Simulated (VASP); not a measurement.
# CdS (F-43m) in VASP: single point with PBE

Aim: the single point of CdS with PBE.

Everything below comes from runs of VASP 6.6.1. Logs are shortened: lines on timing, memory, paths and dates and some standing lists are left out, and cuts for length are marked.

## 1. The cell of the first run

The structure is cubic, space group F-43m (No. 216). The conventional cell has a = 5.820 Å, b = 5.820 Å, c = 5.820 Å, α = 90.00°, β = 90.00°, γ = 90.00°. Cd (site symmetry -43m) has 4 S at 2.52 Å within 3.3 Å. Within 3.3 Å of S (site symmetry -43m) lie 4 Cd at 2.52 Å.

## 2. Single point, PBE

The input, INCAR:

```
SYSTEM = CdS
PREC     = Accurate       ! precision mode
ENCUT    = 500            ! plane-wave cutoff, eV
EDIFF    = 1E-6           ! SCF threshold, eV
ISMEAR   = 0              ! smearing method
SIGMA    = 0.1            ! smearing width, eV
LREAL    = .False.        ! projectors in reciprocal space
LASPH    = .True.         ! aspherical terms in the spheres
NELM     = 120            ! most SCF steps
ALGO     = Normal         ! electronic algorithm
ISIF     = 2              ! what is computed and relaxed
LWAVE    = .False.        ! write WAVECAR
LCHARG   = .False.        ! write CHGCAR
GGA      = PE             ! functional
NBANDS   = 16             ! bands
GGA_COMPAT= .False.
```

The input, KPOINTS:

```
Automatic mesh
0
Gamma
  6 6 6
  0 0 0
```

The input, POSCAR:

```
CdS
1.0
    0.0000000000      2.9100000000      2.9100000000
    2.9100000000      0.0000000000      2.9100000000
    2.9100000000      2.9100000000      0.0000000000
Cd S
1 1
Direct
    0.0000000000      0.0000000000      0.0000000000
    0.7500000000      0.7500000000      0.7500000000
```

Potentials or basis: VASP PAW PBE potentials, release 64 (Cd, S).

On the command line:

```sh
> cat potpaw_PBE.64/Cd/POTCAR potpaw_PBE.64/S/POTCAR > POTCAR
> mpirun -np 1 vasp_std > vasp.out
```

OUTCAR:

```text
SYSTEM = CdS
   PREC = Accurate
   ENCUT = 500
   EDIFF = 1E-6
   ISMEAR = 0
   LREAL = .False.
   LASPH = .True.
   NELM = 120
   ISIF = 2
   GGA = PE

 ion  position               nearest neighbor table
   1  0.000  0.000  0.000-   2 2.52   2 2.52   2 2.52   2 2.52
   2  0.750  0.750  0.750-   1 2.52   1 2.52   1 2.52   1 2.52

  LATTYP: Found a face centered cubic cell.
 ALAT       =     5.8200000000

  Lattice vectors:

 A1 = (   0.0000000000,   2.9100000000,   2.9100000000)
 A2 = (   2.9100000000,   0.0000000000,   2.9100000000)
 A3 = (   2.9100000000,   2.9100000000,   0.0000000000)

Analysis of symmetry for initial positions (statically):
=====================================================================
 Subroutine PRICEL returns:
 Original cell was already a primitive cell.

 Routine SETGRP: Setting up the symmetry group for a
 face centered cubic supercell.

 Subroutine GETGRP returns: Found 24 space group operations
 (whereof 24 operations were pure point group operations)
 out of a pool of 48 trial point group operations.

The static configuration has the point symmetry T_d .

Analysis of symmetry for dynamics (positions and initial velocities):
=====================================================================
 Subroutine PRICEL returns:
 Original cell was already a primitive cell.

 Routine SETGRP: Setting up the symmetry group for a
 face centered cubic supercell.

 Subroutine GETGRP returns: Found 24 space group operations
 (whereof 24 operations were pure point group operations)
 out of a pool of 48 trial point group operations.

The dynamic configuration has the point symmetry T_d .

 Subroutine INISYM returns: Found 24 space group operations
 (whereof 24 operations are pure point group operations),
 and found     1 'primitive' translations

----------------------------------------------------------------------------------------

                                     Primitive cell

  volume of cell :      49.2843

  direct lattice vectors                    reciprocal lattice vectors
     0.000000000  2.910000000  2.910000000    -0.171821306  0.171821306  0.171821306
     2.910000000  0.000000000  2.910000000     0.171821306 -0.171821306  0.171821306
     2.910000000  2.910000000  0.000000000     0.171821306  0.171821306 -0.171821306

  length of vectors
     4.115361467  4.115361467  4.115361467     0.297603232  0.297603232  0.297603232

  position of ions in fractional coordinates (direct lattice)
     0.000000000  0.000000000  0.000000000
     0.750000000  0.750000000  0.750000000

  ion indices of the primitive-cell ions
   primitive index   ion index
                 1           1
                 2           2

----------------------------------------------------------------------------------------

 KPOINTS: Automatic mesh

Automatic generation of k-mesh.
 Grid dimensions read from file:
 generate k-points for:    6    6    6

 Generating k-lattice:

  Cartesian coordinates                     Fractional coordinates (reciprocal lattice)
    -0.028636884  0.028636884  0.028636884     0.166666667  0.000000000  0.000000000
     0.028636884 -0.028636884  0.028636884     0.000000000  0.166666667  0.000000000
     0.028636884  0.028636884 -0.028636884     0.000000000  0.000000000  0.166666667

  Length of vectors
     0.049600539  0.049600539  0.049600539

  Shift w.r.t. Gamma in fractional coordinates (k-lattice)
     0.000000000  0.000000000  0.000000000

 Subroutine IBZKPT returns following result:
 ===========================================

 Found     16 irreducible k-points:

 Following reciprocal coordinates:
            Coordinates               Weight
  0.000000  0.000000  0.000000      1.000000
  0.166667  0.000000  0.000000      8.000000
  0.333333  0.000000  0.000000      8.000000
  0.500000  0.000000  0.000000      4.000000
  0.166667  0.166667  0.000000      6.000000
  0.333333  0.166667  0.000000     24.000000
[... 8 lines left out ...]
 -0.333333  0.333333  0.166667     24.000000
 -0.333333  0.500000  0.166667     12.000000
   k-points           NKPTS =     16   k-points in BZ     NKDIM =     16   number of bands    NBANDS=     16
   number of dos      NEDOS =    301   number of ions     NIONS =      2
   total plane-waves  NPLWV =  27000
   dimension x,y,z NGX =    30 NGY =   30 NGZ =   30
   dimension x,y,z NGXF=    60 NGYF=   60 NGZF=   60
   ions per type =               1   1
   NGX,Y,Z   is equivalent  to a cutoff of  12.12, 12.12, 12.12 a.u.
   NGXF,Y,Z  is equivalent  to a cutoff of  24.24, 24.24, 24.24 a.u.
 SYSTEM =  CdS
   PREC   = accura    normal or accurate (medium, high low for compatibility)
   ISTART =      0    job   : 0-new  1-cont  2-samecut
   ICHARG =      2    charge: 1-file 2-atom 10-const
   ISPIN  =      1    spin polarized calculation?
   LNONCOLLINEAR =      F non collinear calculations
   LSORBIT =      F    spin-orbit coupling
   LASPH  =      T    aspherical Exc in radial PAW
   ENCUT  =  500.0 eV  36.75 Ry    6.06 a.u.   7.50  7.50  7.50*2*pi/ulx,y,z
   NELM   =    120;   NELMIN=  2; NELMDL= -5     # of ELM steps
   EDIFF  = 0.1E-05   stopping-criterion for ELM
   LREAL  =      F    real-space projection
   EDIFFG = 0.1E-04   stopping-criterion for IOM
   NSW    =      0    number of steps for IOM
   IBRION =     -1    ionic relax: 0-MD 1-quasi-New 2-CG
   NFREE  =      0    steps in history (QN), initial steepest desc. (CG)
   ISIF   =      2    stress and relaxation
   ISYM   =      2    0-nonsym 1-usesym 2-fastsym
   POTIM  = 0.5000    time-step for ionic-motion
   TEBEG  =    0.0;   TEEND  =   0.0 temperature during run
   PSTRESS=    0.0 pullay stress
   NELECT =      18.0000    total number of electrons
   NUPDOWN=      -1.0000    fix difference up-down
   EMIN   =  10.00;   EMAX   =-10.00  energy-range for DOS
   EFERMI =   0.00;   METHOD = LEGACY
   ISMEAR =     0;   SIGMA  =   0.10  broadening in eV -4-tet -1-fermi 0-gaus
   EFERMI_NEDOS =   21; number of points for ismear=-14 and -15
   IALGO  =     38    algorithm
   IMIX   =      4    mixing-type and parameters
     AMIX     =   0.40;   BMIX     =  1.00
     AMIX_MAG =   1.60;   BMIX_MAG =  1.00
  volume/ion in A,a.u.               =      24.64       166.29
  Fermi-wavevector in a.u.,A,eV,Ry     =   1.170207  2.211371 18.631605  1.369384
  Thomas-Fermi vector in A             =   2.306669
   LORBIT       =      0    0 simple, 1 ext, 2 COOP (PROOUT), +10 PAW based schemes
   GGA     = PE    functional components
   LHFCALC =     F    Hartree Fock is set to
   AEXX    =    0.0000 exact exchange contribution
   IVDW    =     0    specifies the selected vdW correction
   LEPSILON=     F    determine dielectric tensor
   LRPA    =     F    only Hartree local field effects (RPA)
 non-spin polarized calculation
 Gauss-broadening in eV      SIGMA  =   0.10
  energy-cutoff  :      500.00
  volume of cell :       49.28
 maximum number of plane-waves:      1272
   NGX = 15   NGY = 15   NGZ = 15

 number of electron      18.0000005 magnetization

 Free energy of the ion-electron system (eV)
  ---------------------------------------------------
  ext. energy  EPLUGINS =         0.00000000
  ---------------------------------------------------
  free energy    TOTEN  =        -6.11181640 eV

  energy without entropy =       -6.11181640  energy(sigma->0) =       -6.11181640

 E-fermi :   1.8004     XC(G=0):  -9.1802

 val. band max:        1.3745348549   @ k =   0.0000   0.0000   0.0000
 cond. band min:       2.5377280685   @ k =   0.0000   0.0000   0.0000
 fundamental gap:      1.1631932136
 Fermi energy:         1.8003939441

 k-point     1 :       0.0000    0.0000    0.0000
  band No.  band energies     occupation
      1     -11.0367      2.00000
      2      -6.3805      2.00000
      3      -6.3805      2.00000
      4      -6.3805      2.00000
      5      -5.8916      2.00000
      6      -5.8916      2.00000
[... 8 lines left out ...]
     15      12.8639      0.00000
     16      12.8639      0.00000

 k-point     2 :       0.1667    0.0000    0.0000
  band No.  band energies     occupation
      1     -10.9289      2.00000
      2      -6.3421      2.00000
      3      -6.3421      2.00000
      4      -6.2802      2.00000
      5      -5.8923      2.00000
      6      -5.8923      2.00000
[... 8 lines left out ...]
     15      12.0750      0.00000
     16      13.2423      0.00000

 k-point     3 :       0.3333    0.0000    0.0000
  band No.  band energies     occupation
      1     -10.7124      2.00000
      2      -6.2795      2.00000
      3      -6.2795      2.00000
      4      -5.9042      2.00000
      5      -5.8745      2.00000
      6      -5.8745      2.00000
[... 8 lines left out ...]
     15      12.4981      0.00000
     16      12.4981      0.00000

 k-point     4 :       0.5000    0.0000    0.0000
  band No.  band energies     occupation
      1     -10.6048      2.00000
      2      -6.2580      2.00000
      3      -6.2580      2.00000
      4      -5.8530      2.00000
      5      -5.8530      2.00000
      6      -5.5054      2.00000
[... 8 lines left out ...]
     15      13.9390      0.00000
     16      13.9390      0.00000

 k-point     5 :       0.1667    0.1667    0.0000
  band No.  band energies     occupation
      1     -10.8934      2.00000
      2      -6.3026      2.00000
      3      -6.3026      2.00000
      4      -6.3016      2.00000
      5      -5.9167      2.00000
      6      -5.8694      2.00000
[... 8 lines left out ...]
     15      13.0389      0.00000
     16      14.8457      0.00000

 k-point     6 :       0.3333    0.1667    0.0000
  band No.  band energies     occupation
      1     -10.7142      2.00000
      2      -6.2623      2.00000
      3      -6.2278      2.00000
      4      -6.0695      2.00000
      5      -5.8681      2.00000
      6      -5.8493      2.00000
[... 8 lines left out ...]
     15      13.2532      0.00000
     16      14.3983      0.00000

 k-point     7 :       0.5000    0.1667    0.0000
  band No.  band energies     occupation
      1     -10.5726      2.00000
      2      -6.2353      2.00000
      3      -6.1986      2.00000
      4      -5.9236      2.00000
      5      -5.8467      2.00000
      6      -5.4885      2.00000
[... 8 lines left out ...]
     15      13.9929      0.00000
     16      14.2922      0.00000

 k-point     8 :      -0.3333    0.1667    0.0000
  band No.  band energies     occupation
      1     -10.6076      2.00000
      2      -6.2357      2.00000
      3      -6.2248      2.00000
      4      -5.8968      2.00000
      5      -5.8894      2.00000
      6      -5.6122      2.00000
[... 8 lines left out ...]
     15      13.5265      0.00000
     16      14.3160      0.00000

 k-point     9 :      -0.1667    0.1667    0.0000
  band No.  band energies     occupation
      1     -10.7854      2.00000
      2      -6.2965      2.00000
      3      -6.2739      2.00000
      4      -6.1129      2.00000
      5      -5.9115      2.00000
      6      -5.8546      2.00000
[... 8 lines left out ...]
     15      12.7447      0.00000
     16      14.7927      0.00000

 k-point    10 :       0.3333    0.3333    0.0000
  band No.  band energies     occupation
      1     -10.6094      2.00000
      2      -6.1543      2.00000
      3      -6.1261      2.00000
      4      -6.1261      2.00000
      5      -5.8249      2.00000
      6      -5.7831      2.00000
[... 8 lines left out ...]
     15      13.4672      0.00000
     16      16.8833      0.00000

 k-point    11 :       0.5000    0.3333    0.0000
  band No.  band energies     occupation
      1     -10.5060      2.00000
      2      -6.1705      2.00000
      3      -6.0796      2.00000
      4      -6.0286      2.00000
      5      -5.8243      2.00000
      6      -5.4569      2.00000
[... 8 lines left out ...]
     15      14.0962      0.00000
     16      15.0875      0.00000

 k-point    12 :      -0.3333    0.3333    0.0000
  band No.  band energies     occupation
      1     -10.5062      2.00000
      2      -6.1969      2.00000
      3      -6.1219      2.00000
      4      -5.9434      2.00000
      5      -5.8687      2.00000
      6      -5.3282      2.00000
[... 8 lines left out ...]
     15      12.7682      0.00000
     16      16.0968      0.00000

 k-point    13 :       0.5000    0.5000    0.0000
  band No.  band energies     occupation
      1     -10.4716      2.00000
      2      -6.1651      2.00000
      3      -6.0246      2.00000
      4      -6.0246      2.00000
      5      -5.8025      2.00000
      6      -5.4403      2.00000
[... 8 lines left out ...]
     15      13.7410      0.00000
     16      14.8893      0.00000

 k-point    14 :       0.5000    0.3333    0.1667
  band No.  band energies     occupation
      1     -10.5744      2.00000
      2      -6.1881      2.00000
      3      -6.1802      2.00000
      4      -5.9910      2.00000
      5      -5.8511      2.00000
      6      -5.5978      2.00000
[... 8 lines left out ...]
     15      14.4167      0.00000
     16      14.6367      0.00000

 k-point    15 :      -0.3333    0.3333    0.1667
  band No.  band energies     occupation
      1     -10.5062      2.00000
      2      -6.1843      2.00000
      3      -6.1404      2.00000
      4      -5.9334      2.00000
      5      -5.8730      2.00000
      6      -5.3258      2.00000
[... 8 lines left out ...]
     15      13.8858      0.00000
     16      14.7239      0.00000

 k-point    16 :      -0.3333    0.5000    0.1667
  band No.  band energies     occupation
      1     -10.4729      2.00000
      2      -6.1492      2.00000
      3      -6.1023      2.00000
      4      -5.9711      2.00000
      5      -5.8488      2.00000
      6      -5.2945      2.00000
[... 8 lines left out ...]
     15      14.5968      0.00000
     16      14.7187      0.00000

------------------------ aborting loop because EDIFF is reached ----------------------------------------

  FORCE on cell =-STRESS in cart. coord.  units (eV):
  Direction    XX          YY          ZZ          XY          YZ          ZX
  --------------------------------------------------------------------------------------
  -------------------------------------------------------------------------------------
  Total        1.1283498      1.1283498      1.1283498      0.0000000      0.0000000      0.0000000
  in kB       36.6813553     36.6813553     36.6813553      0.0000000      0.0000000      0.0000000
  external PRESSURE =      36.6813553 kB  Pullay stress =       0.0000000 kB

 VOLUME and BASIS-vectors are now :
 -----------------------------------------------------------------------------
  energy-cutoff  :      500.00
  volume of cell :       49.28
      direct lattice vectors                 reciprocal lattice vectors
     0.000000000  2.910000000  2.910000000    -0.171821306  0.171821306  0.171821306
     2.910000000  0.000000000  2.910000000     0.171821306 -0.171821306  0.171821306
     2.910000000  2.910000000  0.000000000     0.171821306  0.171821306 -0.171821306

 POSITION                                       TOTAL-FORCE (eV/Angst)
 -----------------------------------------------------------------------------------
      0.00000      0.00000      0.00000         0.000000      0.000000      0.000000
      4.36500      4.36500      4.36500        -0.000000     -0.000000     -0.000000
 -----------------------------------------------------------------------------------
    total drift:                                0.000000      0.000000      0.000000

  FREE ENERGIE OF THE ION-ELECTRON SYSTEM (eV)
  ---------------------------------------------------
  free  energy   TOTEN  =        -6.1118163965 eV

  energy  without entropy=       -6.1118163965  energy(sigma->0) =       -6.11181640
```

Wall time 22 s (1 thread of Intel Xeon Platinum 8259CL at 2.50GHz (Skylake/Cascade Lake), shared host); peak memory 0.16 GiB.

Results:

```
Free energy            : -6.1118 eV
Pressure               : 3.7 GPa
Band gap on the k mesh : 1.16 eV
```

Levels at points of the mesh, in eV from the valence-band top:
```csv
k point,band 5,band 6,band 7,band 8,band 9,band 10,band 11,band 12,band 13,band 14
"(0.00, 0.00, 0.00)",-7.27,-7.27,0.00,0.00,0.00,1.16,6.54,6.54,6.54,11.48
"(0.50, 0.00, 0.00)",-7.23,-6.88,-4.45,-0.76,-0.76,3.02,7.01,7.01,7.50,11.11
"(0.50, 0.50, 0.00)",-7.18,-6.81,-3.98,-1.90,-1.90,3.54,4.36,9.26,10.82,10.82
```

Caveat: the cell stands under pressure.
